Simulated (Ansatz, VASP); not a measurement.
MgO in VASP and in Ansatz

The input INCAR:

```
SYSTEM = MgO
PREC = Accurate
ENCUT = 600
EDIFF = 1E-6
ISMEAR = 0
SIGMA = 0.05
LREAL = .FALSE.
LASPH = .TRUE.
NELM = 120
ALGO = Normal
ISIF = 2
LWAVE = .FALSE.
LCHARG = .FALSE.
GGA = PE
NBANDS = 11
GGA_COMPAT = .FALSE.
```

Contents of KPOINTS:

```
Automatic mesh
0
G
  10 10 10
  0 0 0
```

The input POSCAR:

```
MgO
1.0
    0.0000000000      2.1351500000      2.1351500000
    2.1351500000      0.0000000000      2.1351500000
    2.1351500000      2.1351500000      0.0000000000
Mg O
1 1
Direct
    0.0000000000      0.0000000000      0.0000000000
    0.5000000000      0.5000000000      0.5206983930
```

Input for Ansatz:

```yaml
crystal:
  lattice:
    - [0.0, 2.13515, 2.13515]
    - [2.13515, 0.0, 2.13515]
    - [2.13515, 2.13515, 0.0]
  atoms:
    - { symbol: Mg, position: [0.0, 0.0, 0.0] }
    - { symbol: O, position: [0.5, 0.5, 0.520698393] }
basis:
  ecutwfc: 420
kpoints:
  mp_grid: { grid: [10, 10, 10] }
hamiltonian:
  xc: pbe
scf:
  occupations: { method: gaussian, width: 0.05 }
  convergence: { dr2_threshold: 1.0e-06 }
  mixing: { preconditioner: kerker }
output:
  forces: true
  eigenvalues: true
  stress: true
```

Alike in both runs: task single point; functional PBE; k mesh 10 × 10 × 10; occupations gaussian, width 0.05 eV; no spin polarisation.

|  | VASP | Ansatz |
| --- | --- | --- |
| version | VASP 6.6.1 | Ansatz 0.2.0 |
| potentials or method | VASP PAW PBE potentials, release 64 (Mg, O), cutoff 600 eV | scalar-relativistic, plane waves, PAW |
| valence electrons in the cell | 8 | 16 |

Ansatz gave:

| Property | Result |
| --- | --- |
| gap on the k mesh at the Fermi level (eV) | 4.35 |
| pressure (GPa) | -1.4 |
| traceless stress, the component that is largest in VASP (GPa) | -0.40 |
| rms of the force components (eV/Å) | 0.162 |

Q: Which values does VASP return?

A: gap on the k mesh at the Fermi level (eV): 4.34; pressure (GPa): -2.4; traceless stress, the component that is largest in VASP (GPa): -0.40; rms of the force components (eV/Å): 0.164.

Atom by atom the forces differ by 0.002 eV/Å (rms over components). VASP's potentials hold 8 valence electrons a cell and Ansatz's 16, so a difference there can come from the potentials and not from the codes. Ansatz's warnings: force scf threshold loose, stress scf threshold loose.
